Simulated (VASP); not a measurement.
AlSn:

```
Al Sn
1.0
     9.43149    0.00000    0.00000
    -4.71574    8.16791    0.00000
     0.00000    0.00000    2.86114
Al Sn
3 3
Direct
  0.00000 0.00000 0.00000
  0.33333 0.66667 0.00000
  0.66667 0.33333 0.00000
  0.50000 0.00000 0.00000
  0.00000 0.50000 0.00000
  0.50000 0.50000 0.00000
```

The cell was built from a structure type or drawn by symmetry, and may not be a known phase.

| Item | Value |
| --- | --- |
| Program | VASP 6.6.1 |
| Task | relaxation of cell and atoms |
| Functional | PBE |
| Potentials or basis | VASP PAW PBE potentials, release 64 (Al, Sn_d) |
| Cutoff | 600 eV |
| k mesh | 3 × 3 × 6 |
| Occupations | gaussian, width 0.1 eV |
| Spin | no spin polarisation |

At the start: pressure 0.9 GPa; volume 36.73 Å³/atom.

Where does the relaxation end?

Over 14 steps the energy falls by 22.9 meV/atom and the volume is 36.76 Å³/atom (+0.1 %); space group P6/mmm (No. 191, to 0.1 Å) before and after.

Step by step:
```
step  energy change (eV)  largest force (eV/Å)  pressure (GPa)  volume (Å³)
   1              0.0000                0.0000            0.89       220.41
   2             -0.0940                0.0000           -0.21       226.89
   3             -0.0978                0.0000           -0.40       228.24
   4             -0.0981                0.0000           -0.47       228.79
   5             -0.1103                0.0000           -0.17       225.51
   6             -0.1185                0.0000            0.24       221.08
   7             -0.1029                0.0000            1.22       212.31
   8             -0.1194                0.0000            0.38       219.85
   9             -0.1284                0.0000            0.32       219.40
  10             -0.1208                0.0000            0.38       217.93
  11             -0.1344                0.0000            0.29       218.94
  12             -0.1349                0.0000            0.33       218.70
  13             -0.1350                0.0000            0.32       218.76
  14             -0.1372                0.0000            0.10       220.55
```

Final structure:
```
Al Sn
1.0
     9.10681    0.00000    0.00000
    -4.55341    7.88673    0.00000
     0.00000    0.00000    3.07079
Al Sn
3 3
Direct
  0.00000 0.00000 0.00000
  0.33333 0.66667 0.00000
  0.66667 0.33333 0.00000
  0.50000 0.00000 0.00000
  0.00000 0.50000 0.00000
  0.50000 0.50000 0.00000
```

Caveat: the k points lie up to 0.34 Å⁻¹ apart in the final cell, too coarse for converged energies and pressures of a metal.
